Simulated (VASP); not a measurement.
Runs of VASP 6.6.1 on LiF (kk07). The structure is that of space group Fm-3m (No. 225), or close to it. The cells are those of the table. 

```csv
task,cell,k mesh,cutoff (eV),smearing,gap on the mesh (eV),pressure (GPa)
single point,"a = 2.763 Å, angles 60.0°, 2 atoms",14 × 14 × 14,520,gaussian 0.02 eV,(a),-
relaxation of cell and atoms,"relaxed from a = 2.763 Å, angles 60.0°, 2 atoms",14 × 14 × 14,600,gaussian 0.02 eV,9.76,0.0
relaxation of cell and atoms,"relaxed from a = 2.887 Å, angles 60.0°, 2 atoms",8 × 8 × 8,600,gaussian 0.1 eV,9.71,-0.7
single point,"a = 2.887 Å, angles 60.0°, 2 atoms",8 × 8 × 8,520,gaussian 0.1 eV,8.48,-
```

Alike in all rows: level LDA; potentials or basis VASP PAW LDA potentials, release 64 (Li_sv, F); no spin polarisation.

Problem. Estimate the missing entries.

Solution. (a) 9.70.

Caveats: the cutoff is under 1.25 times the usual one of these potentials, so pressure, stress and relaxed cells hold a basis-set (Pulay) error.

A k mesh can miss the band edges.
